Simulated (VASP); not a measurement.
A run of VASP 6.6.1 is set up as follows.

Contents of INCAR:

```
SYSTEM = ZrB5
PREC = Accurate
ENCUT = 520
EDIFF = 1E-7
ISMEAR = 0
SIGMA = 0.1
LREAL = .FALSE.
LASPH = .TRUE.
NELM = 100
ALGO = Normal
ISIF = 2
LWAVE = .FALSE.
LCHARG = .FALSE.
GGA = PE
NBANDS = 22
```

KPOINTS

```
regular mesh
0
G
  6 6 4
  0 0 0
```

File POSCAR:

```
ZrB5
1.0
    3.9212381444     -2.3066628310      0.8238300627
    3.9212381444      2.3066628310      0.8238300627
   -1.6927263138      0.0000000000      2.5077566360
Zr B
1 5
Direct
    0.2225577736      0.7774422264      0.5000000000
   -0.2542324976      1.2542324976      0.0000000000
    0.3443602421      0.2713535563      0.8075838478
    0.7286464437      0.6556397579      0.1924161522
    0.5432900329      0.0846179647      0.3133974590
    0.9153820353      0.4567099671      0.6866025410
```

Potentials or basis: VASP PAW PBE potentials, release 64 (Zr_sv, B).

The run is started by

```console
$ cat potpaw_PBE.64/Zr_sv/POTCAR potpaw_PBE.64/B/POTCAR > POTCAR
$ mpirun -np 1 vasp_std > vasp.out
```

Question: What does it give for the pressure?

Answer: 0.2 GPa.

Question: What does it give for the largest force?

Answer: 0.014 eV/Å.

Forces in eV/Å, atoms in the order of the input:
```
Zr   0.000  0.003  0.000
B    0.000 -0.004  0.000
B   -0.002 -0.009  0.008
B    0.002 -0.009 -0.008
B    0.011  0.009  0.000
B   -0.011  0.009  0.000
```

Caveat: the k points lie up to 0.56 Å⁻¹ apart.
